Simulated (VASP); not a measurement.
# Hg (P6_3/mmc) in VASP: a series of runs

The runs below take Hg through single point, with PBE+D3(BJ).

All numbers are computed with VASP 6.6.1; they aren't measurements. Logs are shortened: lines on timing, memory, paths and dates and some standing lists are left out, and cuts for length are marked.

## 1. The cell of the first run

It takes space group P6_3/mmc (No. 194, hexagonal). Conventional cell: a = 3.520 Å, b = 3.520 Å, c = 5.445 Å, α = 90.00°, β = 90.00°, γ = 120.00°. Hg (site symmetry -6m2) has 12 Hg at 3.40 to 3.52 Å within 4.5 Å.

## 2. Single point, PBE+D3(BJ)

Input file INCAR:

```
SYSTEM = Hg
PREC = Accurate
ENCUT = 520
EDIFF = 1E-6
ISMEAR = 0
SIGMA = 0.15
LREAL = .FALSE.
LASPH = .TRUE.
NELM = 60
ALGO = Fast
ISIF = 2
LWAVE = .FALSE.
LCHARG = .FALSE.
GGA = PE
IVDW = 12
NBANDS = 19
```

Input file KPOINTS:

```
Automatic mesh
0
G
  15 15 8
  0 0 0
```

Input file POSCAR:

```
Hg
1.0
    3.5198000000      0.0000000000      0.0000000000
   -1.7599000000      3.0482362162      0.0000000000
    0.0000000000      0.0000000000      5.4448000000
Hg
2
Direct
    0.6666666667      0.3333333333      0.7500000000
    0.3333333333      0.6666666667      0.2500000000
```

Potentials or basis: VASP PAW PBE potentials, release 64 (Hg).

The run is started by

```
cat potpaw_PBE.64/Hg/POTCAR > POTCAR
mpirun -np 1 vasp_std > vasp.out
```

OUTCAR:

```text
SYSTEM = Hg
   PREC = Accurate
   ENCUT = 520
   EDIFF = 1E-6
   ISMEAR = 0
   LREAL = .FALSE.
   LASPH = .TRUE.
   NELM = 60
   ISIF = 2
   GGA = PE
   IVDW = 12
 IVDW          = 12

 ion  position               nearest neighbor table
   1  0.667  0.333  0.750-   2 3.40   2 3.40   2 3.40   2 3.40   2 3.40   2 3.40
   2  0.333  0.667  0.250-   1 3.40   1 3.40   1 3.40   1 3.40   1 3.40   1 3.40

  LATTYP: Found a hexagonal cell.
 ALAT       =     3.5198000000
 C/A-ratio  =     1.5469060742

  Lattice vectors:

 A1 = (   3.5198000000,   0.0000000000,   0.0000000000)
 A2 = (  -1.7599000000,   3.0482362162,   0.0000000000)
 A3 = (   0.0000000000,   0.0000000000,   5.4448000000)

Analysis of symmetry for initial positions (statically):
=====================================================================
 Subroutine PRICEL returns:
 Original cell was already a primitive cell.

 Routine SETGRP: Setting up the symmetry group for a
 hexagonal supercell.

 Subroutine GETGRP returns: Found 24 space group operations
 (whereof 12 operations were pure point group operations)
 out of a pool of 24 trial point group operations.

The static configuration has the point symmetry D_3d.
 The point group associated with its full space group is D_6h.

Analysis of symmetry for dynamics (positions and initial velocities):
=====================================================================
 Subroutine PRICEL returns:
 Original cell was already a primitive cell.

 Routine SETGRP: Setting up the symmetry group for a
 hexagonal supercell.

 Subroutine GETGRP returns: Found 24 space group operations
 (whereof 12 operations were pure point group operations)
 out of a pool of 24 trial point group operations.

The dynamic configuration has the point symmetry D_3d.
 The point group associated with its full space group is D_6h.

 Subroutine INISYM returns: Found 24 space group operations
 (whereof 12 operations are pure point group operations),
 and found     1 'primitive' translations

----------------------------------------------------------------------------------------

                                     Primitive cell

  volume of cell :      58.4182

  direct lattice vectors                    reciprocal lattice vectors
     3.519800000  0.000000000  0.000000000     0.284107052  0.164029283  0.000000000
    -1.759900000  3.048236216  0.000000000     0.000000000  0.328058565  0.000000000
     0.000000000  0.000000000  5.444800000     0.000000000  0.000000000  0.183661475

  length of vectors
     3.519800000  3.519800000  5.444800000     0.328058565  0.328058565  0.183661475

  position of ions in fractional coordinates (direct lattice)
     0.666666667  0.333333333  0.750000000
     0.333333333  0.666666667  0.250000000

  ion indices of the primitive-cell ions
   primitive index   ion index
                 1           1
                 2           2

----------------------------------------------------------------------------------------

 KPOINTS: Automatic mesh

Automatic generation of k-mesh.
 Grid dimensions read from file:
 generate k-points for:   15   15    8

 Generating k-lattice:

  Cartesian coordinates                     Fractional coordinates (reciprocal lattice)
     0.018940470  0.010935286  0.000000000     0.066666667 -0.000000000  0.000000000
     0.000000000  0.021870571  0.000000000     0.000000000  0.066666667  0.000000000
     0.000000000  0.000000000  0.022957684     0.000000000  0.000000000  0.125000000

  Length of vectors
     0.021870571  0.021870571  0.022957684

  Shift w.r.t. Gamma in fractional coordinates (k-lattice)
     0.000000000  0.000000000  0.000000000

 Subroutine IBZKPT returns following result:
 ===========================================

 Found    135 irreducible k-points:

 Following reciprocal coordinates:
            Coordinates               Weight
  0.000000  0.000000  0.000000      1.000000
  0.066667  0.000000  0.000000      6.000000
  0.133333  0.000000  0.000000      6.000000
  0.200000  0.000000  0.000000      6.000000
  0.266667  0.000000  0.000000      6.000000
  0.333333  0.000000  0.000000      6.000000
[... 16 lines left out ...]
  0.333333  0.200000  0.000000     12.000000
  0.400000  0.200000  0.000000      6.000000
 [... further k-points ...]
   k-points           NKPTS =    135   k-points in BZ     NKDIM =    135   number of bands    NBANDS=     19
   number of dos      NEDOS =    301   number of ions     NIONS =      2
   total plane-waves  NPLWV =  31360
   dimension x,y,z NGX =    28 NGY =   28 NGZ =   40
   dimension x,y,z NGXF=    56 NGYF=   56 NGZF=   80
   ions per type =               2
   NGX,Y,Z   is equivalent  to a cutoff of  13.22, 13.22, 12.21 a.u.
   NGXF,Y,Z  is equivalent  to a cutoff of  26.45, 26.45, 24.43 a.u.
 SYSTEM =  Hg
   PREC   = accura    normal or accurate (medium, high low for compatibility)
   ISTART =      0    job   : 0-new  1-cont  2-samecut
   ICHARG =      2    charge: 1-file 2-atom 10-const
   ISPIN  =      1    spin polarized calculation?
   LNONCOLLINEAR =      F non collinear calculations
   LSORBIT =      F    spin-orbit coupling
   LASPH  =      T    aspherical Exc in radial PAW
   ENCUT  =  520.0 eV  38.22 Ry    6.18 a.u.   6.54  6.54 10.12*2*pi/ulx,y,z
   NELM   =     60;   NELMIN=  2; NELMDL= -5     # of ELM steps
   EDIFF  = 0.1E-05   stopping-criterion for ELM
   LREAL  =      F    real-space projection
   EDIFFG = 0.1E-04   stopping-criterion for IOM
   NSW    =      0    number of steps for IOM
   IBRION =     -1    ionic relax: 0-MD 1-quasi-New 2-CG
   NFREE  =      0    steps in history (QN), initial steepest desc. (CG)
   ISIF   =      2    stress and relaxation
   ISYM   =      2    0-nonsym 1-usesym 2-fastsym
   POTIM  = 0.5000    time-step for ionic-motion
   TEBEG  =    0.0;   TEEND  =   0.0 temperature during run
   PSTRESS=    0.0 pullay stress
   NELECT =      24.0000    total number of electrons
   NUPDOWN=      -1.0000    fix difference up-down
   EMIN   =  10.00;   EMAX   =-10.00  energy-range for DOS
   EFERMI =   0.00;   METHOD = LEGACY
   ISMEAR =     0;   SIGMA  =   0.15  broadening in eV -4-tet -1-fermi 0-gaus
   EFERMI_NEDOS =   21; number of points for ismear=-14 and -15
   IALGO  =     68    algorithm
   IMIX   =      4    mixing-type and parameters
     AMIX     =   0.40;   BMIX     =  1.00
     AMIX_MAG =   1.60;   BMIX_MAG =  1.00
  volume/ion in A,a.u.               =      29.21       197.11
  Fermi-wavevector in a.u.,A,eV,Ry     =   1.217014  2.299824 20.151918  1.481124
  Thomas-Fermi vector in A             =   2.352349
   LORBIT       =      0    0 simple, 1 ext, 2 COOP (PROOUT), +10 PAW based schemes
   GGA     = PE    functional components
   LHFCALC =     F    Hartree Fock is set to
   AEXX    =    0.0000 exact exchange contribution
   IVDW    =    12    specifies the selected vdW correction
   LEPSILON=     F    determine dielectric tensor
   LRPA    =     F    only Hartree local field effects (RPA)
 non-spin polarized calculation
 RMM-DIIS sequential band-by-band and
 Gauss-broadening in eV      SIGMA  =   0.15
  energy-cutoff  :      520.00
  volume of cell :       58.42
 maximum number of plane-waves:      1616
 NGX is ok and might be reduce to    28
   NGX = 13   NGY = 13   NGZ = 21

 number of electron      23.9999996 magnetization

 Free energy of the ion-electron system (eV)
  ---------------------------------------------------
  ext. energy  EPLUGINS =         0.00000000
  ---------------------------------------------------
  free energy    TOTEN  =        -0.36653401 eV

  energy without entropy =       -0.36486273  energy(sigma->0) =       -0.36569837

 E-fermi :   0.8679     XC(G=0):  -9.6985

 val. band max:        0.8549159217   @ k =   0.0667   0.0000   0.0000
 cond. band min:       1.0420401093   @ k =   0.4667  -0.0000   0.3750
 fundamental gap:      0.1871241876
 Fermi energy:         0.8679269466

 k-point     1 :       0.0000    0.0000    0.0000
  band No.  band energies     occupation
      1      -6.2251      2.00000
      2      -5.7012      2.00000
      3      -5.1082      2.00000
      4      -5.1082      2.00000
      5      -5.0674      2.00000
      6      -5.0091      2.00000
[... 11 lines left out ...]
     18      13.5817      0.00000
     19      14.2391      0.00000

 k-point     2 :       0.0667    0.0000    0.0000
  band No.  band energies     occupation
      1      -6.1475      2.00000
      2      -5.6707      2.00000
      3      -5.1485      2.00000
      4      -5.0825      2.00000
      5      -5.0237      2.00000
      6      -5.0108      2.00000
[... 11 lines left out ...]
     18      14.3071      0.00000
     19      14.7161      0.00000

 k-point     3 :       0.1333    0.0000    0.0000
  band No.  band energies     occupation
      1      -5.9306      2.00000
      2      -5.5960      2.00000
      3      -5.1895      2.00000
      4      -5.0486      2.00000
      5      -5.0319      2.00000
      6      -5.0238      2.00000
[... 11 lines left out ...]
     18      14.2183      0.00000
     19      14.3464      0.00000

 k-point     4 :       0.2000    0.0000    0.0000
  band No.  band energies     occupation
      1      -5.6582      2.00000
      2      -5.5375      2.00000
      3      -5.1605      2.00000
      4      -5.1379      2.00000
      5      -5.0833      2.00000
      6      -5.0041      2.00000
[... 407 lines left out ...]
     18       9.3335      0.00000
     19      11.4025      0.00000

 k-point    23 :       0.3333    0.2000    0.0000
  band No.  band energies     occupation
      1      -5.5442      2.00000
      2      -5.4662      2.00000
      3      -5.3517      2.00000
      4      -5.1765      2.00000
      5      -4.9463      2.00000
      6      -4.9049      2.00000
[... 11 lines left out ...]
     18       8.9044      0.00000
     19      11.1169      0.00000

 k-point    24 :       0.4000    0.2000    0.0000
  band No.  band energies     occupation
      1      -5.5642      2.00000
      2      -5.4760      2.00000
      3      -5.3491      2.00000
      4      -5.1729      2.00000
      5      -4.9638      2.00000
      6      -4.8819      2.00000
[... 11 lines left out ...]
     18       8.7939      0.00000
     19      11.0274      0.00000

 [... further k-points ...]

------------------------ aborting loop because EDIFF is reached ----------------------------------------

 Edisp (eV)   -0.71831

 E8    (eV) :    -0.3270

  FORCE on cell =-STRESS in cart. coord.  units (eV):
  Direction    XX          YY          ZZ          XY          YZ          ZX
  --------------------------------------------------------------------------------------
  -------------------------------------------------------------------------------------
  Total      -0.46210    -0.46210    -0.39021     0.00000     0.00000     0.00000
  in kB     -12.67362   -12.67362   -10.70180     0.00000     0.00000     0.00000
  external pressure =      -12.02 kB  Pullay stress =        0.00 kB

 VOLUME and BASIS-vectors are now :
 -----------------------------------------------------------------------------
  energy-cutoff  :      520.00
  volume of cell :       58.42
      direct lattice vectors                 reciprocal lattice vectors
     3.519800000  0.000000000  0.000000000     0.284107052  0.164029283  0.000000000
    -1.759900000  3.048236216  0.000000000     0.000000000  0.328058565  0.000000000
     0.000000000  0.000000000  5.444800000     0.000000000  0.000000000  0.183661475

 POSITION                                       TOTAL-FORCE (eV/Angst)
 -----------------------------------------------------------------------------------
      1.75990      1.01608      4.08360        -0.000000      0.000000      0.000000
     -0.00000      2.03216      1.36120         0.000000     -0.000000      0.000000
 -----------------------------------------------------------------------------------
    total drift:                               -0.000000      0.000000     -0.000000

  FREE ENERGIE OF THE ION-ELECTRON SYSTEM (eV)
  ---------------------------------------------------
  free  energy   TOTEN  =        -1.0848395936 eV

  energy  without entropy=       -1.0831683190  energy(sigma->0) =       -1.08400396
```

It took 2.2 min on 1 thread of Intel Xeon 8259CL, shared host; peak memory 0.27 GiB.

Results:

| Property | Result |
| --- | --- |
| Free energy | -1.0848 eV |
| Pressure | -1.2 GPa |
| Band gap on the k mesh | zero (bands 12 and 13 overlap by 0.04 eV) |
| Dispersion energy per atom | -0.359 eV |

Stress tensor (GPa, compression positive):
```
-1.27  0.00  0.00
 0.00 -1.27  0.00
 0.00  0.00 -1.07
```

Caveat: spin-orbit coupling is left out, which moves the levels of the heavy elements.

## 3. Single point, PBE+D3(BJ)

This run uses another cell than the first one, of 29.11 Å³/atom.

Input file INCAR:

```
SYSTEM = Hg
PREC = Accurate ; ENCUT = 520
EDIFF = 1E-6 ; ISMEAR = 0
SIGMA = 0.15 ; LREAL = .FALSE.
LASPH = .TRUE. ; NELM = 80
ALGO = Fast ; ISIF = 2
LWAVE = .FALSE. ; LCHARG = .FALSE.
GGA = PE ; IVDW = 12
NBANDS = 19
```

Input file KPOINTS:

```
regular mesh
0
G
  15 15 8
  0 0 0
```

Input file POSCAR:

```
Hg
1.0
    3.4640000000      0.0000000000      0.0000000000
   -1.7320000000      2.9999119987      0.0000000000
    0.0000000000      0.0000000000      5.6033000000
Hg
2
Direct
    0.6666666667      0.3333333333      0.7500000000
    0.3333333333      0.6666666667      0.2500000000
```

Potentials or basis: VASP PAW PBE potentials, release 64 (Hg).

The run is started by

```
cat potpaw_PBE.64/Hg/POTCAR > POTCAR
mpirun -np 1 vasp_std > vasp.out
```

Wall time 2.7 min (1 thread of Intel Xeon 8259CL, shared host); peak memory 0.27 GiB.

Results (log left out):

```
Free energy                : -1.0856 eV
Pressure                   : -1.2 GPa
Band gap on the k mesh     : zero (bands 12 and 13 overlap by 0.24 eV)
Dispersion energy per atom : -0.360 eV
```

Stress tensor (GPa, compression positive):
```
-1.12  0.00  0.00
 0.00 -1.12  0.00
 0.00  0.00 -1.45
```

Levels at points of the mesh, in eV from the Fermi level:
```csv
k point,band 8,band 9,band 10,band 11,band 12,band 13,band 14,band 15,band 16,band 17
"(0.00, 0.00, 0.00)",-5.72,-5.72,-5.27,-5.27,-1.44,-0.27,11.18,11.18,12.88,13.24
"(0.00, 0.00, 0.50)",-5.41,-5.41,-5.41,-5.32,-5.32,6.26,6.26,12.14,12.14,12.14
```

Caveat: spin-orbit coupling is left out, which moves the levels of the heavy elements.

(Part 1 of 2 ends here.)

The gap in the log of VASP goes by the Fermi energy; the results here count the filled bands.